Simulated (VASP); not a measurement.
Input of a VASP 6.6.1 run:

INCAR

```
SYSTEM = Rh
ALGO = Normal
EDIFF = 1E-7
ENCUT = 520
GGA = PS
ISIF = 2
ISMEAR = -1
LASPH = .TRUE.
LCHARG = .FALSE.
LREAL = .FALSE.
LWAVE = .FALSE.
NBANDS = 22
NELM = 100
PREC = Accurate
SIGMA = 0.1
```

KPOINTS

```
k-points
0
G
  12 12 7
  0 0 0
```

POSCAR

```
Rh
1.0
    2.8019450405      0.0000000000      0.0000000000
   -1.4009730333      2.4265553889      0.0000000000
    0.0000000000      0.0000000000      4.5435658021
Rh
2
Direct
    0.6666666667      0.3333333333      0.7500000000
    0.3333333333      0.6666666667      0.2500000000
```

Potentials or basis: VASP PAW PBE potentials, release 64 (Rh_pv).

Run with:

```bash
$ cat potpaw_PBE.64/Rh_pv/POTCAR > POTCAR
$ mpirun -np 1 vasp_std > vasp.out
```

(1) What does it give for the pressure?

(2) Estimate the band gap on the k mesh.

## Answers

(1) -26.8 GPa.

(2) zero (band 15 reaches 10.33 eV, above the bottom of band 16 at 8.33 eV).

Caveat: the PAW data sets were made with another functional, which shifts forces and pressure a little.
